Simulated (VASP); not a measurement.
LaBe2:

```
La Be
1.0
    -1.94060    1.94060    6.20689
     1.94060   -1.94060    6.20689
     1.94060    1.94060   -6.20689
La Be
2 4
Direct
  0.75000 0.25000 0.50000
  0.00000 0.00000 0.00000
  0.16586 0.66586 0.50000
  0.58414 0.58414 0.00000
  0.33414 0.83414 0.50000
  0.41586 0.41586 0.00000
```

The cell was generated, and may not be a known phase.

| Property | Result |
| --- | --- |
| Program | VASP 6.6.1 |
| Task | relaxation of cell and atoms |
| Functional | PBE |
| Potentials or basis | VASP PAW PBE potentials, release 64 (La, Be) |
| Cutoff | 600 eV |
| k mesh | 6 × 6 × 6 |
| Occupations | gaussian, width 0.2 eV |
| Spin | no spin polarisation |

At the start: pressure 16.8 GPa; volume 15.58 Å³/atom.

Problem. How do energy, volume and symmetry change on relaxing?

Solution. Over 5 steps the energy falls by 170.8 meV/atom and the volume is 19.37 Å³/atom (+24.3 %); space group I4_1/amd (No. 141, to 0.1 Å) before and after.

The path:
```
step  energy change (eV)  largest force (eV/Å)  pressure (GPa)  volume (Å³)
   1              0.0000                0.1940           16.83        93.50
   2             -1.0157                0.0244           -0.81       117.44
   3             -1.0200                0.0309            0.06       115.64
   4             -1.0198                0.0292           -0.17       116.12
   5             -1.0247                0.0179           -0.17       116.19
```

Final structure:
```
CELL_PARAMETERS angstrom
-2.08293 2.08293 6.69527
2.08293 -2.08293 6.69527
2.08293 2.08293 -6.69527
ATOMIC_POSITIONS crystal
La 0.75000 0.25000 0.50000
La 0.00000 0.00000 0.00000
Be 0.16503 0.66503 0.50000
Be 0.58497 0.58497 0.00000
Be 0.33497 0.83497 0.50000
Be 0.41503 0.41503 0.00000
```

Caveat: the volume moved by over 15 % at a fixed basis, so the end points are rough.
